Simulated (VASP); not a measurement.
# Ba2SeS: single point with r2SCAN

The system is Ba2SeS.

```xyz
4
Lattice="4.6245 0.0000 0.0000 0.0000 4.6245 0.0000 0.0000 0.0000 6.5412" Properties=species:S:1:pos:R:3 pbc="T T T"
S     0.0000    0.0000    0.0000
Ba    0.0000    0.0000    3.2706
Ba    2.3122    2.3122    0.0000
Se    2.3122    2.3122    3.2706
```

```json
{"Program": "VASP 6.6.1", "Task": "single point", "Functional": "r2SCAN", "Potentials or basis": "VASP PAW PBE potentials, release 64 (S, Ba_sv, Se)", "Cutoff": "520 eV", "k mesh": "6 × 6 × 4", "Occupations": "gaussian, width 0.01 eV", "Spin": "no spin polarisation", "Dipole correction": "no", "Further INCAR settings": "ALGO = Normal; EDIFF = 1e-06; NBANDS = 24"}
```

```yaml
Pressure: 0.5 GPa
Band_gap_on_the_k_mesh: 2.38 eV
```

Levels at points of the mesh, in eV from the valence-band top:
| k point | band 13 | band 14 | band 15 | band 16 | band 17 | band 18 | band 19 | band 20 |
| --- | --- | --- | --- | --- | --- | --- | --- | --- |
| (0.00, 0.00, 0.00) | -0.20 | -0.01 | 0.00 | 0.00 | 2.38 | 3.83 | 4.12 | 4.12 |
| (0.50, 0.00, 0.00) | -1.04 | -0.94 | -0.53 | -0.51 | 4.66 | 4.90 | 5.52 | 5.52 |
| (0.50, 0.50, 0.00) | -0.22 | -0.20 | -0.20 | -0.18 | 2.39 | 2.39 | 6.14 | 6.19 |
| (0.00, 0.00, 0.50) | -0.22 | -0.22 | -0.17 | -0.17 | 2.96 | 3.18 | 4.95 | 4.96 |
| (0.50, 0.00, 0.50) | -1.12 | -1.07 | -1.04 | -1.01 | 5.73 | 5.78 | 5.78 | 5.88 |
| (0.50, 0.50, 0.50) | -0.61 | -0.61 | -0.57 | -0.57 | 4.44 | 4.44 | 4.66 | 4.66 |

Wall time 6 min on 1 thread of Intel(R) Xeon(R) Platinum 8259CL CPU @ 2.50GHz (Skylake/Cascade Lake), with other jobs on the host, peak memory 0.32 GiB.

Caveat: the PAW data sets were made with another functional, which shifts forces and pressure a little; spin-orbit coupling is left out, which moves the levels of the heavy elements. A k mesh can miss the band edges.
